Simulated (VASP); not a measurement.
Ru, 2 atoms in the cell. It takes space group P6_3/mmc (No. 194, hexagonal). The conventional cell has a = 2.690 Å, b = 2.690 Å, c = 4.252 Å, α = 90.00°, β = 90.00°, γ = 120.00°. Ru (site symmetry -6m2) has 12 Ru at 2.63 to 2.69 Å within 3.5 Å. 

| Item | Value |
| --- | --- |
| Program | VASP 6.6.1 |
| Task | single point |
| Functional | PBEsol |
| Potentials or basis | VASP PAW PBE potentials, release 64 (Ru_pv) |
| Cutoff | 520 eV |
| k mesh | 18 × 18 × 10 |
| Occupations | gaussian, width 0.15 eV |
| Spin | no spin polarisation |
| Dipole correction | no |
| Further INCAR settings | ALGO = Normal; EDIFF = 1e-06; NBANDS = 21 |

Potentials or basis: VASP PAW PBE potentials, release 64 (Ru_pv).

Command:

```bash
$ cat potpaw_PBE.64/Ru_pv/POTCAR > POTCAR
$ mpirun -np 1 vasp_std > vasp.out
```

Hardware: 1 thread of Intel(R) Xeon(R) Platinum 8488C (Sapphire Rapids) (shared host).

Task: How long does it take, and how much memory?

Result: Run time: 51 s on 1 thread of Intel(R) Xeon(R) Platinum 8488C (Sapphire Rapids), on a shared host, peak memory 0.21 GiB. Counts: scf iterations 11, k points 222.
